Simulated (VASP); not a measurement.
# SnO (P4/nmm) in VASP: a series of runs, part 2 of 2

VASP 6.6.1. The steps go on from the part before.

### Step 3. Single point, LDA (equal xx and yy strain of +2 %)

Contents of INCAR:

```
SYSTEM = SnO
  ALGO = Normal
  EDIFF = 1E-7
  ENCUT = 520
  GGA = CA
  ISIF = 2
  ISMEAR = -1
  LASPH = .TRUE.
  LCHARG = .FALSE.
  LREAL = .FALSE.
  LWAVE = .FALSE.
  NBANDS = 28
  NELM = 80
  PREC = Accurate
  SIGMA = 0.02
```

Contents of KPOINTS:

```
k-points
0
G
  6 6 5
  0 0 0
```

Contents of POSCAR:

```
SnO
1.0
    3.8780400000      0.0000000000      0.0000000000
    0.0000000000      3.8780400000      0.0000000000
    0.0000000000      0.0000000000      4.8360000000
Sn O
2 2
Direct
    0.0000000000      0.5000000000      0.2385000000
    0.5000000000      0.0000000000      0.7615000000
    0.0000000000      0.0000000000      0.0000000000
    0.5000000000      0.5000000000      0.0000000000
```

Potentials or basis: VASP PAW LDA potentials, release 64 (Sn_d, O).

Launch:

```console
$ cat potpaw_LDA.64/Sn_d/POTCAR potpaw_LDA.64/O/POTCAR > POTCAR
$ mpirun -np 1 vasp_std > vasp.out
```

OUTCAR:

```text
SYSTEM = SnO
   EDIFF = 1E-7
   ENCUT = 520
   GGA = CA
   ISIF = 2
   ISMEAR = -1
   LASPH = .TRUE.
   LREAL = .FALSE.
   NELM = 80
   PREC = Accurate

 ion  position               nearest neighbor table
   1  0.000  0.500  0.239-   3 2.26   4 2.26   3 2.26   4 2.26   2 3.58   2 3.58   2 3.58   2 3.58
                             2 3.73   2 3.73   2 3.73   2 3.73
   2  0.500  0.000  0.761-   3 2.26   4 2.26   4 2.26   3 2.26   1 3.58   1 3.58   1 3.58   1 3.58
                             1 3.73   1 3.73   1 3.73   1 3.73
   3  0.000  0.000  0.000-   1 2.26   2 2.26   1 2.26   2 2.26
   4  0.500  0.500  0.000-   1 2.26   2 2.26   2 2.26   1 2.26

  LATTYP: Found a simple tetragonal cell.
 ALAT       =     3.8780400000
 C/A-ratio  =     1.2470216914

  Lattice vectors:

 A1 = (   3.8780400000,   0.0000000000,   0.0000000000)
 A2 = (   0.0000000000,   3.8780400000,   0.0000000000)
 A3 = (   0.0000000000,   0.0000000000,   4.8360000000)

Analysis of symmetry for initial positions (statically):
=====================================================================
 Subroutine PRICEL returns:
 Original cell was already a primitive cell.

 Routine SETGRP: Setting up the symmetry group for a
[... 176 lines left out ...]
 val. band max:        6.1581049783   @ k =   0.0000   0.0000   0.0000
 cond. band min:       6.4728517817   @ k =   0.5000   0.5000   0.0000
 fundamental gap:      0.3147468034
 Fermi energy:         6.3181396042

 k-point     1 :       0.0000    0.0000    0.0000
  band No.  band energies     occupation
      1     -15.3764      2.00000
      2     -15.0298      2.00000
      3     -15.0298      2.00000
      4     -15.0173      2.00000
      5     -14.9856      2.00000
      6     -14.9826      2.00000
[... 733 lines left out ...]
     27      15.3181      0.00000
     28      15.3181      0.00000

 [... further k-points ...]

------------------------ aborting loop because EDIFF is reached ----------------------------------------

  FORCE on cell =-STRESS in cart. coord.  units (eV):
  Direction    XX          YY          ZZ          XY          YZ          ZX
  --------------------------------------------------------------------------------------
  -------------------------------------------------------------------------------------
  Total       -3.1489968     -3.1489968     -2.0567365      0.0000000      0.0000000      0.0000000
  in kB      -69.3700393    -69.3700393    -45.3083625      0.0000000      0.0000000      0.0000000
  external PRESSURE =     -61.3494804 kB  Pullay stress =       0.0000000 kB

 VOLUME and BASIS-vectors are now :
 -----------------------------------------------------------------------------
  energy-cutoff  :      520.00
  volume of cell :       72.73
      direct lattice vectors                 reciprocal lattice vectors
     3.878040000  0.000000000  0.000000000     0.257862219  0.000000000  0.000000000
     0.000000000  3.878040000  0.000000000     0.000000000  0.257862219  0.000000000
     0.000000000  0.000000000  4.836000000     0.000000000  0.000000000  0.206782465

 POSITION                                       TOTAL-FORCE (eV/Angst)
 -----------------------------------------------------------------------------------
      0.00000      1.93902      1.15339         0.000000      0.000000     -0.562546
      1.93902      0.00000      3.68261         0.000000      0.000000      0.562546
      0.00000      0.00000      0.00000         0.000000     -0.000000      0.000000
      1.93902      1.93902      0.00000         0.000000      0.000000      0.000000
 -----------------------------------------------------------------------------------
    total drift:                                0.000000      0.000000     -0.000000

  FREE ENERGIE OF THE ION-ELECTRON SYSTEM (eV)
  ---------------------------------------------------
  free  energy   TOTEN  =       -25.6263114983 eV

  energy  without entropy=      -25.6263079328  energy(sigma->0) =      -25.62630972
```

OSZICAR:

```text
N       E                     dE             d eps       ncg     rms          rms(c)
DAV:   1     0.416400388223E+03    0.41640E+03   -0.19906E+04  1740   0.217E+03
DAV:   2     0.360409437727E+02   -0.38036E+03   -0.36593E+03  1736   0.537E+02
DAV:   3    -0.259265676379E+02   -0.61968E+02   -0.60507E+02  1936   0.180E+02
DAV:   4    -0.292046993728E+02   -0.32781E+01   -0.32589E+01  1916   0.440E+01
DAV:   5    -0.292869991497E+02   -0.82300E-01   -0.82292E-01  1840   0.759E+00    0.113E+01
DAV:   6    -0.257919893898E+02    0.34950E+01   -0.17191E+01  2704   0.464E+01    0.529E+00
DAV:   7    -0.256839597599E+02    0.10803E+00   -0.21917E+00  1968   0.887E+00    0.243E+00
DAV:   8    -0.256398447908E+02    0.44115E-01   -0.35354E-01  1824   0.368E+00    0.766E-01
DAV:   9    -0.256259340407E+02    0.13911E-01   -0.42710E-02  2756   0.201E+00    0.227E-01
DAV:  10    -0.256268143187E+02   -0.88028E-03   -0.70568E-03  2424   0.728E-01    0.157E-01
DAV:  11    -0.256262903699E+02    0.52395E-03   -0.22194E-03  2580   0.408E-01    0.159E-02
DAV:  12    -0.256263124715E+02   -0.22102E-04   -0.23415E-04  1732   0.934E-02    0.212E-02
DAV:  13    -0.256263118451E+02    0.62641E-06   -0.98088E-06  2096   0.227E-02    0.651E-03
DAV:  14    -0.256263115202E+02    0.32489E-06   -0.17852E-06  1908   0.909E-03    0.111E-03
DAV:  15    -0.256263114983E+02    0.21902E-07   -0.19113E-07  1256   0.313E-03
   1 F= -.25626311E+02 E0= -.25626310E+02  d E =-.356552E-05
```

stdout:

```text
POSCAR found type information on POSCAR SnO
 POSCAR found :  2 types and       4 ions
 scaLAPACK will be used
 LDA part: xc-table for (Slater(with rela. corr.)+CA(PZ))
 , standard interpolation
 POSCAR, INCAR and KPOINTS ok, starting setup
 FFT: planning ... GRIDC
 FFT: planning ... GRID_SOFT
 FFT: planning ... GRID
 WAVECAR not read
 entering main loop
```

Wall time 40 s (1 thread of AMD EPYC 7R13 (Zen 3), shared host); peak memory 0.15 GiB.

What came out:

```
Free energy            : -25.6263 eV
Pressure               : -6.1 GPa
Largest force          : 0.563 eV/Å
Band gap on the k mesh : 0.31 eV, indirect (least direct gap 1.96 eV)
```

Forces on the atoms (eV/Å):
```
Sn   0.000  0.000 -0.563
Sn   0.000  0.000  0.563
O    0.000  0.000  0.000
O    0.000  0.000  0.000
```

Caveat: the cell differs from its parent crystal (equal xx and yy strain of +2 %); spin-orbit coupling is left out, which moves the levels of the heavy elements. A k mesh can miss the band edges.
